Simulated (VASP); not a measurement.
# Ag in VASP: single point with PBEsol

Aim: the single point of Ag with PBEsol.

Program: VASP 6.6.1. These are calculated values, not measurements. Logs are shortened: lines on timing, memory, paths and dates and some standing lists are left out, and cuts for length are marked.

## Step 1: The cell of the first run

The cell holds a slab with vacuum, 6 atoms: a = 2.889 Å, b = 2.889 Å, c = 27.216 Å, α = 90.00°, β = 90.00°, γ = 90.00°.

## Step 2: Single point, PBEsol

The input, INCAR:

```
SYSTEM = Ag
ALGO = Normal ; DIPOL = 0.5 0.5 0.499
EDIFF = 1E-6 ; ENCUT = 520
GGA = PS ; IDIPOL = 3
ISIF = 2 ; ISMEAR = 0
LASPH = .True. ; LCHARG = .False.
LDIPOL = .True. ; LREAL = .False.
LWAVE = .False. ; NBANDS = 42
NELM = 100 ; PREC = Accurate
SIGMA = 0.1
```

The input, KPOINTS:

```
k-points
0
Gamma
  17 17 1
  0 0 0
```

The input, POSCAR:

```
Ag
1.0
    2.8893797300      0.0000000000      0.0000000000
    0.0000000000      2.8893797300      0.0000000000
    0.0000000000      0.0000000000     27.2155002141
Ag
6
Direct
    0.5000000000      0.5000000000      0.3123220199
    0.0000000000      0.0000000000      0.3873932161
    0.5000000000      0.5000000000      0.4624644019
    0.0000000000      0.0000000000      0.5365871681
    0.5000000000      0.5000000000      0.6105870216
    0.0000000000      0.0000000000      0.6825436834
```

Potentials or basis: VASP PAW PBE potentials, release 64 (Ag).

On the command line:

```sh
$ cat potpaw_PBE.64/Ag/POTCAR > POTCAR
$ mpirun -np 1 vasp_std > vasp.out
```

OUTCAR:

```text
SYSTEM = Ag
   EDIFF = 1E-6
   ENCUT = 520
   GGA = PS
   ISIF = 2
   ISMEAR = 0
   LASPH = .True.
   LREAL = .False.
   NELM = 100
   PREC = Accurate

 ion  position               nearest neighbor table
   1  0.500  0.500  0.312-   2 2.89   2 2.89   2 2.89   2 2.89
   2  0.000  0.000  0.387-   3 2.89   3 2.89   3 2.89   3 2.89   1 2.89   1 2.89   1 2.89   1 2.89

   3  0.500  0.500  0.462-   4 2.87   4 2.87   4 2.87   4 2.87   2 2.89   2 2.89   2 2.89   2 2.89

   4  0.000  0.000  0.537-   5 2.87   5 2.87   5 2.87   5 2.87   3 2.87   3 2.87   3 2.87   3 2.87

   5  0.500  0.500  0.611-   6 2.83   6 2.83   6 2.83   6 2.83   4 2.87   4 2.87   4 2.87   4 2.87

   6  0.000  0.000  0.683-   5 2.83   5 2.83   5 2.83   5 2.83

  LATTYP: Found a simple tetragonal cell.
 ALAT       =     2.8893797300
 C/A-ratio  =     9.4191496990

  Lattice vectors:

 A1 = (   2.8893797300,   0.0000000000,   0.0000000000)
 A2 = (   0.0000000000,   2.8893797300,   0.0000000000)
 A3 = (   0.0000000000,   0.0000000000,  27.2155002141)

Analysis of symmetry for initial positions (statically):
=====================================================================
 Subroutine PRICEL returns:
 Original cell was already a primitive cell.

 Routine SETGRP: Setting up the symmetry group for a
 simple tetragonal supercell.

 Subroutine GETGRP returns: Found  8 space group operations
 (whereof  8 operations were pure point group operations)
 out of a pool of 16 trial point group operations.

The static configuration has the point symmetry C_4v.

Analysis of symmetry for dynamics (positions and initial velocities):
=====================================================================
 Subroutine PRICEL returns:
 Original cell was already a primitive cell.

 Routine SETGRP: Setting up the symmetry group for a
 simple tetragonal supercell.

 Subroutine GETGRP returns: Found  8 space group operations
 (whereof  8 operations were pure point group operations)
 out of a pool of 16 trial point group operations.

The dynamic configuration has the point symmetry C_4v.

 Subroutine INISYM returns: Found  8 space group operations
 (whereof  8 operations are pure point group operations),
 and found     1 'primitive' translations

----------------------------------------------------------------------------------------

                                     Primitive cell

  volume of cell :     227.2090

  direct lattice vectors                    reciprocal lattice vectors
     2.889379730  0.000000000  0.000000000     0.346095042  0.000000000  0.000000000
     0.000000000  2.889379730  0.000000000     0.000000000  0.346095042  0.000000000
     0.000000000  0.000000000 27.215500214     0.000000000  0.000000000  0.036743767

  length of vectors
     2.889379730  2.889379730 27.215500214     0.346095042  0.346095042  0.036743767

  position of ions in fractional coordinates (direct lattice)
     0.500000000  0.500000000  0.312322020
     0.000000000  0.000000000  0.387393216
     0.500000000  0.500000000  0.462464402
     0.000000000  0.000000000  0.536587168
     0.500000000  0.500000000  0.610587022
     0.000000000  0.000000000  0.682543683

  ion indices of the primitive-cell ions
   primitive index   ion index
                 1           1
                 2           2
                 3           3
                 4           4
                 5           5
                 6           6

----------------------------------------------------------------------------------------

 KPOINTS: k-points

Automatic generation of k-mesh.
 Grid dimensions read from file:
 generate k-points for:   17   17    1

 Generating k-lattice:

  Cartesian coordinates                     Fractional coordinates (reciprocal lattice)
     0.020358532  0.000000000  0.000000000     0.058823529  0.000000000  0.000000000
     0.000000000  0.020358532  0.000000000     0.000000000  0.058823529  0.000000000
     0.000000000  0.000000000  0.036743767     0.000000000  0.000000000  1.000000000

  Length of vectors
     0.020358532  0.020358532  0.036743767

  Shift w.r.t. Gamma in fractional coordinates (k-lattice)
     0.000000000  0.000000000  0.000000000

 Subroutine IBZKPT returns following result:
 ===========================================

 Found     45 irreducible k-points:

 Following reciprocal coordinates:
            Coordinates               Weight
  0.000000  0.000000  0.000000      1.000000
  0.058824  0.000000  0.000000      4.000000
  0.117647  0.000000  0.000000      4.000000
  0.176471  0.000000  0.000000      4.000000
  0.235294  0.000000  0.000000      4.000000
  0.294118  0.000000  0.000000      4.000000
[... 16 lines left out ...]
  0.411765  0.117647  0.000000      8.000000
  0.470588  0.117647  0.000000      8.000000
 [... further k-points ...]
   k-points           NKPTS =     45   k-points in BZ     NKDIM =     45   number of bands    NBANDS=     42
   number of dos      NEDOS =    301   number of ions     NIONS =      6
   total plane-waves  NPLWV = 120960
   dimension x,y,z NGX =    24 NGY =   24 NGZ =  210
   dimension x,y,z NGXF=    48 NGYF=   48 NGZF=  420
   ions per type =               6
   NGX,Y,Z   is equivalent  to a cutoff of  13.81, 13.81, 12.83 a.u.
   NGXF,Y,Z  is equivalent  to a cutoff of  27.62, 27.62, 25.66 a.u.
 SYSTEM =  Ag
   PREC   = accura    normal or accurate (medium, high low for compatibility)
   ISTART =      0    job   : 0-new  1-cont  2-samecut
   ICHARG =      2    charge: 1-file 2-atom 10-const
   ISPIN  =      1    spin polarized calculation?
   LNONCOLLINEAR =      F non collinear calculations
   LSORBIT =      F    spin-orbit coupling
   LASPH  =      T    aspherical Exc in radial PAW
   ENCUT  =  520.0 eV  38.22 Ry    6.18 a.u.   5.37  5.37 50.60*2*pi/ulx,y,z
   NELM   =    100;   NELMIN=  2; NELMDL= -5     # of ELM steps
   EDIFF  = 0.1E-05   stopping-criterion for ELM
   LREAL  =      F    real-space projection
   EDIFFG = 0.1E-04   stopping-criterion for IOM
   NSW    =      0    number of steps for IOM
   IBRION =     -1    ionic relax: 0-MD 1-quasi-New 2-CG
   NFREE  =      0    steps in history (QN), initial steepest desc. (CG)
   ISIF   =      2    stress and relaxation
   ISYM   =      2    0-nonsym 1-usesym 2-fastsym
   POTIM  = 0.5000    time-step for ionic-motion
   TEBEG  =    0.0;   TEEND  =   0.0 temperature during run
   PSTRESS=    0.0 pullay stress
   NELECT =      66.0000    total number of electrons
   NUPDOWN=      -1.0000    fix difference up-down
   EMIN   =  10.00;   EMAX   =-10.00  energy-range for DOS
   EFERMI =   0.00;   METHOD = LEGACY
   ISMEAR =     0;   SIGMA  =   0.10  broadening in eV -4-tet -1-fermi 0-gaus
   EFERMI_NEDOS =   21; number of points for ismear=-14 and -15
   IALGO  =     38    algorithm
   IMIX   =      4    mixing-type and parameters
     AMIX     =   0.40;   BMIX     =  1.00
     AMIX_MAG =   1.60;   BMIX_MAG =  1.00
  volume/ion in A,a.u.               =      37.87       255.55
  Fermi-wavevector in a.u.,A,eV,Ry     =   1.084212  2.048864 15.993867  1.175516
  Thomas-Fermi vector in A             =   2.220297
   LORBIT       =      0    0 simple, 1 ext, 2 COOP (PROOUT), +10 PAW based schemes
   GGA     = PS    functional components
   LHFCALC =     F    Hartree Fock is set to
   AEXX    =    0.0000 exact exchange contribution
   IVDW    =     0    specifies the selected vdW correction
   LEPSILON=     F    determine dielectric tensor
   LRPA    =     F    only Hartree local field effects (RPA)
 non-spin polarized calculation
 Gauss-broadening in eV      SIGMA  =   0.10
  energy-cutoff  :      520.00
  volume of cell :      227.21
 maximum number of plane-waves:      6173
 NGX is ok and might be reduce to    24
   NGX = 11   NGY = 11   NGZ =101

 dipolmoment           0.000000      0.000000      0.000440 electrons x Angstroem

 number of electron      65.9999980 magnetization

 dipolmoment           0.000000      0.000000     -0.001066 electrons x Angstroem

 Free energy of the ion-electron system (eV)
  ---------------------------------------------------
  ext. energy  EPLUGINS =         0.00000000
  ---------------------------------------------------
  free energy    TOTEN  =       -18.69359528 eV

  energy without entropy =      -18.68570150  energy(sigma->0) =      -18.68964839

 E-fermi :   1.3253     XC(G=0):  -6.1917

 val. band max:        1.2867426054   @ k =   0.3529   0.1176   0.0000
 cond. band min:       1.3374797708   @ k =   0.4118   0.0000   0.0000
 fundamental gap:      0.0507371654
 Fermi energy:         1.3253356211

 k-point     1 :       0.0000    0.0000    0.0000
  band No.  band energies     occupation
      1      -6.3571      2.00000
      2      -5.6424      2.00000
      3      -5.0918      2.00000
      4      -4.9718      2.00000
      5      -4.8986      2.00000
      6      -4.7047      2.00000
[... 34 lines left out ...]
     41       7.5979      0.00000
     42       9.0528      0.00000

 k-point     2 :       0.0588    0.0000    0.0000
  band No.  band energies     occupation
      1      -6.2869      2.00000
      2      -5.5808      2.00000
      3      -5.0537      2.00000
      4      -4.9364      2.00000
      5      -4.8545      2.00000
      6      -4.6733      2.00000
[... 34 lines left out ...]
     41       7.6522      0.00000
     42       9.1125      0.00000

 k-point     3 :       0.1176    0.0000    0.0000
  band No.  band energies     occupation
      1      -6.0832      2.00000
      2      -5.4116      2.00000
      3      -4.9665      2.00000
      4      -4.8117      2.00000
      5      -4.7692      2.00000
      6      -4.5561      2.00000
[... 897 lines left out ...]
      4      -4.4895      2.00000
      5      -4.0663      2.00000
      6      -4.0356      2.00000
[... 34 lines left out ...]
     41       7.8742      0.00000
     42       8.1223      0.00000

 k-point    24 :       0.4706    0.1176    0.0000
  band No.  band energies     occupation
      1      -4.8656      2.00000
      2      -4.8633      2.00000
      3      -4.5238      2.00000
      4      -4.5177      2.00000
      5      -4.0582      2.00000
      6      -4.0258      2.00000
[... 34 lines left out ...]
     41       7.6317      0.00000
     42       8.3695      0.00000

 [... further k-points ...]

------------------------ aborting loop because EDIFF is reached ----------------------------------------

 vacuum level on the upper side and lower side of the slab       (xc-potential included)        -0.170        -0.147

  FORCE on cell =-STRESS in cart. coord.  units (eV):
  Direction    XX          YY          ZZ          XY          YZ          ZX
  --------------------------------------------------------------------------------------
  -------------------------------------------------------------------------------------
  Total       -2.6192675     -2.6192675     -0.8600657      0.0000000      0.0000000      0.0000000
  in kB      -18.4699137    -18.4699137     -6.0648020      0.0000000      0.0000000      0.0000000
  external PRESSURE =     -14.3348765 kB  Pullay stress =       0.0000000 kB

 VOLUME and BASIS-vectors are now :
 -----------------------------------------------------------------------------
  energy-cutoff  :      520.00
  volume of cell :      227.21
      direct lattice vectors                 reciprocal lattice vectors
     2.889379730  0.000000000  0.000000000     0.346095042  0.000000000  0.000000000
     0.000000000  2.889379730  0.000000000     0.000000000  0.346095042  0.000000000
     0.000000000  0.000000000 27.215500214     0.000000000  0.000000000  0.036743767

 POSITION                                       TOTAL-FORCE (eV/Angst)
 -----------------------------------------------------------------------------------
      1.44469      1.44469      8.50000         0.000000      0.000000      0.263308
      0.00000      0.00000     10.54310        -0.000000     -0.000000     -0.141926
      1.44469      1.44469     12.58620        -0.000000     -0.000000     -0.107376
      0.00000      0.00000     14.60349        -0.000000     -0.000000     -0.005975
      1.44469      1.44469     16.61743         0.000000     -0.000000     -0.020813
      0.00000      0.00000     18.57577        -0.000000     -0.000000      0.012782
 -----------------------------------------------------------------------------------
    total drift:                                0.000000     -0.000000     -0.000333

  FREE ENERGIE OF THE ION-ELECTRON SYSTEM (eV)
  ---------------------------------------------------
  free  energy   TOTEN  =       -18.6935952757 eV

  energy  without entropy=      -18.6857015042  energy(sigma->0) =      -18.68964839

 vacuum level on the upper side and lower side of the slab         5.591         5.614
```

It took 14 min on 1 thread of AMD EPYC 7R13 (Zen 3), shared host; peak memory 0.48 GiB.

What came out:

```yaml
Free_energy: -18.6936 eV
Largest_force: 0.263 eV/Å
Band_gap_on_the_k_mesh: zero (bands 33 and 34 overlap by 5.68 eV)
```

Forces in eV/Å, atoms in the order of the input:
```
Ag   0.000  0.000  0.263
Ag   0.000  0.000 -0.142
Ag   0.000  0.000 -0.107
Ag   0.000  0.000 -0.006
Ag   0.000  0.000 -0.021
Ag   0.000  0.000  0.013
```

Caveat: the PAW data sets were made with another functional, which shifts forces and pressure a little.
